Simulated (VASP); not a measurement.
# CsCl in VASP: a series of runs, part 2 of 2

VASP 6.6.1. Earlier steps stand in the parts before.

**4. Relaxation of cell and atoms, RPBE**

This run uses another cell than the first one, of 35.04 Å³/atom.

Input file INCAR:

```
SYSTEM = CsCl
ALGO = Normal
EDIFF = 1E-7
EDIFFG = -0.002
ENCUT = 500
GGA = RP
GGA_COMPAT = .False.
IBRION = 2
ISIF = 3
ISMEAR = 0
LASPH = .True.
LCHARG = .False.
LREAL = .False.
LWAVE = .False.
NELM = 120
NELMIN = 4
NSW = 100
PREC = Accurate
SIGMA = 0.01
```

Input file KPOINTS:

```
k-points
0
Gamma
  6 6 6
  0 0 0
```

Input file POSCAR:

```
CsCl
1.0
    4.1230000000      0.0000000000      0.0000000000
    0.0000000000      4.1230000000      0.0000000000
    0.0000000000      0.0000000000      4.1230000000
Cs Cl
1 1
Direct
    0.0000000000      0.0000000000      0.0000000000
    0.5000000000      0.5000000000      0.5000000000
```

Potentials or basis: VASP PAW PBE potentials, release 64 (Cs_sv, Cl).

Run with:

```bash
cat potpaw_PBE.64/Cs_sv/POTCAR potpaw_PBE.64/Cl/POTCAR > POTCAR
mpirun -np 1 vasp_std > vasp.out
```

OUTCAR:

```text
SYSTEM = CsCl
   EDIFF = 1E-7
   EDIFFG = -0.002
   ENCUT = 500
   GGA = RP
   IBRION = 2
   ISIF = 3
   ISMEAR = 0
   LASPH = .True.
   LREAL = .False.
   NELM = 120
   NELMIN = 4
   NSW = 100
   PREC = Accurate

 ion  position               nearest neighbor table
   1  0.000  0.000  0.000-
   2  0.500  0.500  0.500-

  LATTYP: Found a simple cubic cell.
 ALAT       =     4.1230000000

  Lattice vectors:

 A1 = (   4.1230000000,   0.0000000000,   0.0000000000)
 A2 = (   0.0000000000,   4.1230000000,   0.0000000000)
 A3 = (   0.0000000000,   0.0000000000,   4.1230000000)

[... 177 lines left out ...]
  -------------------------------------------------------------------------------------
  Total        1.2434322      1.2434322      1.2434322      0.0000000     -0.0000000      0.0000000
  in kB       28.4244906     28.4244906     28.4244906      0.0000000     -0.0000000      0.0000000
  external PRESSURE =      28.4244906 kB  Pullay stress =       0.0000000 kB
[... 167 lines left out ...]
--------------------------------------- Ionic step        6  -------------------------------------------

 number of electron      16.0000004 magnetization

 Free energy of the ion-electron system (eV)
  ---------------------------------------------------
  ext. energy  EPLUGINS =         0.00000000
  ---------------------------------------------------
  free energy    TOTEN  =        -6.16845413 eV

  energy without entropy =       -6.16845413  energy(sigma->0) =       -6.16845413

 E-fermi :  -0.8820     XC(G=0):  -7.1094

 val. band max:       -0.9833950384   @ k =   0.5000   0.5000   0.0000
 cond. band min:       3.8398251958   @ k =   0.0000   0.0000   0.0000
 fundamental gap:      4.8232202342
 Fermi energy:        -0.8820045500

 k-point     1 :       0.0000    0.0000    0.0000
  band No.  band energies     occupation
      1     -20.7638      2.00000
      2     -12.9658      2.00000
      3      -7.3703      2.00000
      4      -7.3703      2.00000
      5      -7.3703      2.00000
      6      -0.9942      2.00000
      7      -0.9942      2.00000
      8      -0.9942      2.00000
      9       3.8398      0.00000
     10       4.6614      0.00000
     11       4.6614      0.00000
     12       8.3621      0.00000
[... 312 lines left out ...]
  FREE ENERGIE OF THE ION-ELECTRON SYSTEM (eV)
  ---------------------------------------------------
  free  energy   TOTEN  =        -6.1684541277 eV

  energy  without entropy=       -6.1684541277  energy(sigma->0) =       -6.16845413

 reached required accuracy - stopping structural energy minimisation
```

OSZICAR:

```text
N       E                     dE             d eps       ncg     rms          rms(c)
DAV:   1     0.965225315380E+02    0.96523E+02   -0.69138E+03   480   0.112E+03
DAV:   2     0.391911242715E+00   -0.96131E+02   -0.90354E+02   720   0.185E+02
DAV:   3    -0.639656726471E+01   -0.67885E+01   -0.67659E+01   600   0.569E+01
[... 56 lines left out ...]
DAV:   2    -0.616845529061E+01    0.12443E-04   -0.20409E-05   504   0.266E-02    0.659E-03
DAV:   3    -0.616845337447E+01    0.19161E-05   -0.54179E-06   488   0.140E-02    0.379E-03
DAV:   4    -0.616845391859E+01   -0.54413E-06   -0.48379E-07   532   0.440E-03    0.897E-04
DAV:   5    -0.616845404887E+01   -0.13028E-06   -0.21872E-08   256   0.108E-03    0.447E-04
DAV:   6    -0.616845412765E+01   -0.78779E-07   -0.33754E-09   252   0.541E-04
   6 F= -.61684541E+01 E0= -.61684541E+01  d E =-.126807E-05
```

CONTCAR:

```text
CsCl
   1.00000000000000
     4.3821446963840804    0.0000000000000000    0.0000000000000000
    -0.0000000000000000    4.3821446963840804   -0.0000000000000000
    -0.0000000000000000   -0.0000000000000000    4.3821446963840804
  Cs              Cl
     1     1
Direct
     0.0000000000000000    0.0000000000000000    1.0000000000000000
     0.5000000000000000    0.5000000000000000    0.5000000000000000

  0.00000000E+00  0.00000000E+00  0.00000000E+00
  0.00000000E+00  0.00000000E+00  0.00000000E+00
```

It took 61 s on 1 thread of Intel Xeon Platinum 8259CL at 2.50GHz (Skylake/Cascade Lake), shared host; peak memory 0.18 GiB.

What came out:

```
Free energy                           : -6.1685 eV
Relaxed volume                        : 42.08 Å³/atom
Relaxed cell                          : a = 4.382 Å, b = 4.382 Å, c = 4.382 Å, α = 90.00°, β = 90.00°, γ = 90.00°
Space group after relaxing (to 0.1 Å) : Pm-3m (No. 221)
Energy gained by relaxing             : 52.1 meV/atom
Ionic steps                           : 6
Pressure after relaxing               : 0.0 GPa
Band gap on the k mesh                : 4.82 eV (least direct gap 4.83 eV)
```

The path:
```
step  energy change (eV)  largest force (eV/Å)  pressure (GPa)  volume (Å³)
   1              0.0000                0.0000            2.84        70.09
   2             -0.0790                0.0000            1.18        76.58
   3             -0.1030                0.0000            0.23        82.30
   4             -0.1043                0.0000            0.03        83.89
   5             -0.1043                0.0000           -0.01        84.18
   6             -0.1043                0.0000            0.00        84.15
```

Final structure:
```cif
data_structure
_symmetry_space_group_name_H-M 'P 1'
_symmetry_Int_Tables_number 1
_cell_length_a 4.3821
_cell_length_b 4.3821
_cell_length_c 4.3821
_cell_angle_alpha 90.000
_cell_angle_beta 90.000
_cell_angle_gamma 90.000
_cell_volume 84.15
loop_
_atom_site_label
_atom_site_type_symbol
_atom_site_fract_x
_atom_site_fract_y
_atom_site_fract_z
_atom_site_occupancy
Cs1 Cs 0.00000 0.00000 0.00000 1
Cl1 Cl 0.50000 0.50000 0.50000 1
```

Caveat: the volume moved by over 15 % at a fixed basis, so the end points are rough; the PAW data sets were made with another functional, which shifts forces and pressure a little; spin-orbit coupling is left out, which moves the levels of the heavy elements. Zero-point motion and thermal expansion aren't in these numbers.

**5. Relaxation of cell and atoms, PBEsol**

This run uses another cell than the first one, of 35.04 Å³/atom.

Input file INCAR:

```
PREC = Accurate
ENCUT = 500
EDIFF = 1E-7
ISMEAR = -1
SIGMA = 0.005
LREAL = F
LASPH = T
NELM = 120
ALGO = Normal
ISIF = 3
LWAVE = F
LCHARG = F
GGA = PS
IBRION = 2
NSW = 100
EDIFFG = -0.002
GGA_COMPAT = F
NELMIN = 4
```

Input file KPOINTS:

```
Automatic mesh
0
Gamma
  6 6 6
```

POSCAR is that of step 4.

Potentials or basis: VASP PAW PBE potentials, release 64 (Cs_sv, Cl).

Run with:

```bash
cat potpaw_PBE.64/Cs_sv/POTCAR potpaw_PBE.64/Cl/POTCAR > POTCAR
mpirun -np 1 vasp_std > vasp.out
```

OUTCAR:

```text
PREC = Accurate
   ENCUT = 500
   EDIFF = 1E-7
   ISMEAR = -1
   LREAL = F
   LASPH = T
   NELM = 120
   ISIF = 3
   GGA = PS
   IBRION = 2
   NSW = 100
   EDIFFG = -0.002
   NELMIN = 4

 ion  position               nearest neighbor table
   1  0.000  0.000  0.000-
   2  0.500  0.500  0.500-

  LATTYP: Found a simple cubic cell.
 ALAT       =     4.1230000000

  Lattice vectors:

 A1 = (   4.1230000000,   0.0000000000,   0.0000000000)
 A2 = (   0.0000000000,   4.1230000000,   0.0000000000)
 A3 = (   0.0000000000,   0.0000000000,   4.1230000000)

Analysis of symmetry for initial positions (statically):
=====================================================================
[... 174 lines left out ...]
  -------------------------------------------------------------------------------------
  Total       -0.2779547     -0.2779547     -0.2779547      0.0000000      0.0000000      0.0000000
  in kB       -6.3539629     -6.3539629     -6.3539629      0.0000000      0.0000000      0.0000000
  external PRESSURE =      -6.3539629 kB  Pullay stress =       0.0000000 kB
[... 95 lines left out ...]
--------------------------------------- Ionic step        4  -------------------------------------------

 number of electron      16.0000008 magnetization

 Free energy of the ion-electron system (eV)
  ---------------------------------------------------
  ext. energy  EPLUGINS =         0.00000000
  ---------------------------------------------------
  free energy    TOTEN  =        -6.84575818 eV

  energy without entropy =       -6.84575818  energy(sigma->0) =       -6.84575818

 E-fermi :  -0.0691     XC(G=0):  -8.6520

 val. band max:       -0.2079101812   @ k =   0.0000   0.0000   0.0000
 cond. band min:       5.0091068579   @ k =   0.0000   0.0000   0.0000
 fundamental gap:      5.2170170391
 Fermi energy:        -0.0690987035

 k-point     1 :       0.0000    0.0000    0.0000
  band No.  band energies     occupation
      1     -19.5358      2.00000
      2     -12.4177      2.00000
      3      -5.9782      2.00000
      4      -5.9782      2.00000
      5      -5.9782      2.00000
      6      -0.2079      2.00000
      7      -0.2079      2.00000
      8      -0.2079      2.00000
      9       5.0091      0.00000
     10       5.0099      0.00000
     11       5.0099      0.00000
     12       9.9219      0.00000
[... 312 lines left out ...]
  FREE ENERGIE OF THE ION-ELECTRON SYSTEM (eV)
  ---------------------------------------------------
  free  energy   TOTEN  =        -6.8457581809 eV

  energy  without entropy=       -6.8457581809  energy(sigma->0) =       -6.84575818

 reached required accuracy - stopping structural energy minimisation
```

OSZICAR:

```text
N       E                     dE             d eps       ncg     rms          rms(c)
DAV:   1     0.939155613327E+02    0.93916E+02   -0.68871E+03   480   0.112E+03
DAV:   2    -0.349266592152E+00   -0.94265E+02   -0.88592E+02   728   0.183E+02
DAV:   3    -0.712918119861E+01   -0.67799E+01   -0.67569E+01   600   0.566E+01
[... 36 lines left out ...]
DAV:   2    -0.684576606953E+01    0.47382E-04   -0.80626E-05   500   0.553E-02    0.132E-02
DAV:   3    -0.684575766437E+01    0.84052E-05   -0.22977E-05   488   0.298E-02    0.728E-03
DAV:   4    -0.684575791010E+01   -0.24573E-06   -0.16657E-06   512   0.855E-03    0.201E-03
DAV:   5    -0.684575808702E+01   -0.17692E-06   -0.10014E-07   256   0.228E-03    0.886E-04
DAV:   6    -0.684575818086E+01   -0.93837E-07   -0.11208E-08   248   0.940E-04
   4 F= -.68457582E+01 E0= -.68457582E+01  d E =-.532703E-02
```

Wall time 37 s (1 thread of Intel Xeon Platinum 8259CL at 2.50GHz (Skylake/Cascade Lake), shared host); peak memory 0.17 GiB.

What came out:

```yaml
Free_energy: -6.8458 eV
Relaxed_volume: 33.75 Å³/atom
Relaxed_cell: a = 4.072 Å, b = 4.072 Å, c = 4.072 Å, α = 90.00°, β = 90.00°, γ = 90.00°
Space_group_after_relaxing_to_0.1_Å: Pm-3m (No. 221)
Energy_gained_by_relaxing: 2.7 meV/atom
Ionic_steps: 4
Pressure_after_relaxing: 0.0 GPa
Band_gap_on_the_k_mesh: 5.22 eV
```

The path:
```tsv
step	energy change (eV)	largest force (eV/Å)	pressure (GPa)	volume (Å³)
1	0.0000	0.0000	-0.64	70.09
2	-0.0042	0.0000	-0.31	68.69
3	-0.0053	0.0000	-0.01	67.55
4	-0.0053	0.0000	0.00	67.50
```

Final structure:
```yaml
crystal:
  lattice:
    - [4.07159, 0.00000, 0.00000]
    - [0.00000, 4.07159, 0.00000]
    - [0.00000, 0.00000, 4.07159]
  atoms:
    - { symbol: Cs, position: [0.00000, 0.00000, 0.00000] }
    - { symbol: Cl, position: [0.50000, 0.50000, 0.50000] }
```

Levels at points of the mesh, in eV from the valence-band top:
| k point | band 5 | band 6 | band 7 | band 8 | band 9 | band 10 | band 11 | band 12 |
| --- | --- | --- | --- | --- | --- | --- | --- | --- |
| (0.00, 0.00, 0.00) | -5.77 | 0.00 | 0.00 | 0.00 | 5.22 | 5.22 | 5.22 | 10.13 |
| (0.50, 0.00, 0.00) | -5.60 | -1.30 | -0.28 | -0.28 | 6.32 | 7.67 | 8.94 | 9.08 |
| (0.50, 0.50, 0.00) | -5.50 | -0.44 | -0.44 | -0.08 | 5.84 | 5.91 | 7.93 | 7.93 |
| (0.50, 0.50, 0.50) | -6.36 | -1.24 | -1.24 | -1.24 | 8.58 | 8.58 | 8.58 | 10.58 |

Caveat: the PAW data sets were made with another functional, which shifts forces and pressure a little; spin-orbit coupling is left out, which moves the levels of the heavy elements.

**6. Overview**

```csv
task,level,cell,smearing,gap on the mesh (eV),pressure (GPa),relaxed volume (Å³/atom)
single point,PBEsol,"a = 4.065, b = 4.065, c = 4.086 Å, 2 atoms",gaussian 0.01 eV,5.20,0.0,-
relaxation of cell and atoms,PBEsol,"relaxed from a = 4.123 Å, 2 atoms",gaussian 0.01 eV,5.22,0.0,33.75
relaxation of cell and atoms,RPBE,"relaxed from a = 4.123 Å, 2 atoms",gaussian 0.01 eV,4.82,0.0,42.08
relaxation of cell and atoms,PBEsol,"relaxed from a = 4.123 Å, 2 atoms",fermi-dirac 0.005 eV,5.22,0.0,33.75
```

Alike in all rows: potentials or basis VASP PAW PBE potentials, release 64 (Cs_sv, Cl); no spin polarisation; k mesh 6 × 6 × 6; cutoff (eV) 500.

Caveats: the PAW data sets were made with another functional, which shifts forces and pressure a little; spin-orbit coupling is left out, which moves the levels of the heavy elements; the volume moved by over 15 % at a fixed basis, so the end points are rough (at least some runs).

Absolute energies hang on the potentials; compare differences alone.
